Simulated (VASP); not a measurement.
Set up this calculation in VASP 6.6.1, as the native input.

```
Task                   : single point
Functional             : LDA
Potentials or basis    : VASP PAW LDA potentials, release 64 (Pt)
Cutoff                 : 520 eV
k mesh                 : 18 × 18 × 6
Occupations            : gaussian, width 0.15 eV
Spin                   : no spin polarisation
Dipole correction      : no
Further INCAR settings : ALGO = Fast; EDIFF = 1e-06; NBANDS = 28
```

The structure of Pt lies in POSCAR:

```
Pt
1.0
    2.7082945870      0.0000000000      0.0000000000
   -1.3541472935      2.3454519133      0.0000000000
    0.0000000000      0.0000000000      9.3530207388
Pt
4
Direct
    0.6404386037      0.3000774821      0.3750000000
    0.6404386037      0.3000774821      0.8750000000
    0.3595613963      0.6999225179      0.1250000000
    0.3595613963      0.6999225179      0.6250000000
```

This cell differs from its parent crystal: atoms displaced along several vibrational modes.

These files were run (other wordings do the same):

INCAR

```
PREC     = Accurate       # precision mode
ENCUT    = 520            # plane-wave cutoff, eV
EDIFF    = 1E-6           # SCF threshold, eV
ISMEAR   = 0              # smearing method
SIGMA    = 0.15           # smearing width, eV
LREAL    = False          # projectors in reciprocal space
LASPH    = True           # aspherical terms in the spheres
NELM     = 100            # most SCF steps
ALGO     = Fast           # electronic algorithm
ISIF     = 2              # what is computed and relaxed
LWAVE    = False          # write WAVECAR
LCHARG   = False          # write CHGCAR
NBANDS   = 28             # bands
```

KPOINTS

```
regular mesh
0
Gamma
  18 18 6
```

Potentials or basis: VASP PAW LDA potentials, release 64 (Pt).

Run with:

```bash
$ cat potpaw_LDA.64/Pt/POTCAR > POTCAR
$ mpirun -np 1 vasp_std > vasp.out
```

It gave:

* Pressure: 1.2 GPa
* Largest force: 0.092 eV/Å
* Band gap on the k mesh: zero (bands 20 and 21 overlap by 1.46 eV)

Caveat: the cell differs from its parent crystal (atoms displaced along several vibrational modes); spin-orbit coupling is left out, which moves the levels of the heavy elements.

Run time: 12 min on 1 thread of Intel(R) Xeon(R) Platinum 8488C (Sapphire Rapids) (shared host), peak memory 0.78 GiB.
